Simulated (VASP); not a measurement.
Set up this calculation in VASP 6.6.1, as the native input.

* Task: single point
* Functional: LDA
* Potentials or basis: VASP PAW LDA potentials, release 64 (Re_sv_GW)
* Cutoff: 560 eV
* k mesh: 20 × 20 × 12
* Occupations: fermi-dirac, width 0.08 eV
* Spin: no spin polarisation
* Dipole correction: no
* Further INCAR settings: ALGO = Normal; EDIFF = 1e-06; NBANDS = 22

The structure of Re lies in POSCAR:

```
Re
1.0
    2.7068125130      0.0000000000      0.0000000000
   -1.3534062565      2.3441683995      0.0000000000
    0.0000000000      0.0000000000      4.3651221515
Re
2
Direct
    0.3333333333      0.6666666667      0.2500000000
    0.6666666667      0.3333333333      0.7500000000
```

These files were run (other wordings do the same):

INCAR

```
SYSTEM = Re
PREC = Accurate
ENCUT = 560
EDIFF = 1E-6
ISMEAR = -1
SIGMA = 0.08
LREAL = .False.
LASPH = .True.
NELM = 120
ALGO = Normal
ISIF = 2
LWAVE = .False.
LCHARG = .False.
GGA = CA
NBANDS = 22
GGA_COMPAT = .False.
```

KPOINTS

```
Automatic mesh
0
Gamma
  20 20 12
  0 0 0
```

Potentials or basis: VASP PAW LDA potentials, release 64 (Re_sv_GW).

Command:

```sh
$ cat potpaw_LDA.64/Re_sv_GW/POTCAR > POTCAR
$ mpirun -np 1 vasp_std > vasp.out
```

It gave:

The pressure is 15.1 GPa and the band gap on the k mesh is zero (bands 15 and 16 overlap by 3.87 eV).

Caveat: the cell stands under pressure; spin-orbit coupling is left out, which moves the levels of the heavy elements.

Run time: 2.6 min on 1 thread of Intel(R) Xeon(R) Platinum 8375C CPU @ 2.90GHz (Ice Lake), with other jobs on the host, peak memory 0.29 GiB.
